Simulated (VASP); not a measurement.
A run of VASP 6.6.1 is set up as follows.

Contents of INCAR:

```
ALGO = Fast
EDIFF = 1E-6
ENCUT = 520
GGA = PS
ISIF = 2
ISMEAR = 0
LASPH = True
LCHARG = True
LELF = True
LREAL = False
LVHAR = True
LWAVE = False
NBANDS = 33
NELM = 100
PREC = Accurate
SIGMA = 0.15
```

Contents of KPOINTS:

```
k-points
0
Gamma
  12 12 10
```

The input POSCAR:

```
SiNi2
1.0
    3.9264905792      0.0000000000      0.0000000000
   -1.9632452896      3.4004405893      0.0000000000
    0.0000000000      0.0000000000      4.8432305002
Si Ni
2 4
Direct
    0.3333333333      0.6666666667      0.7500000000
    0.6666666667      0.3333333333      0.2500000000
    0.0000000000      0.0000000000      0.0000000000
    0.0000000000      0.0000000000      0.5000000000
    0.3333333333      0.6666666667      0.2500000000
    0.6666666667      0.3333333333      0.7500000000
```

Potentials or basis: VASP PAW PBE potentials, release 64 (Si, Ni).

Launch:

```bash
$ cat potpaw_PBE.64/Si/POTCAR potpaw_PBE.64/Ni/POTCAR > POTCAR
$ mpirun -np 1 vasp_std > vasp.out
```

Question: What does it give for the band gap on the k mesh?

Answer: Zero (bands 24 and 25 overlap by 3.01 eV).

Question: Estimate the pressure.

Answer: -3.4 GPa.

Stress tensor (GPa, compression positive):
```
-6.31  0.00  0.00
 0.00 -6.31  0.00
 0.00  0.00  2.48
```

Caveat: the cell differs from its parent crystal (strain +0.015 along x and y, -0.015 along z); the stress differs along the axes, from -6 to 2 GPa; the PAW data sets were made with another functional, which shifts forces and pressure a little. Spin polarisation is off, so any magnetic state and its effect on volume and gap are missing.
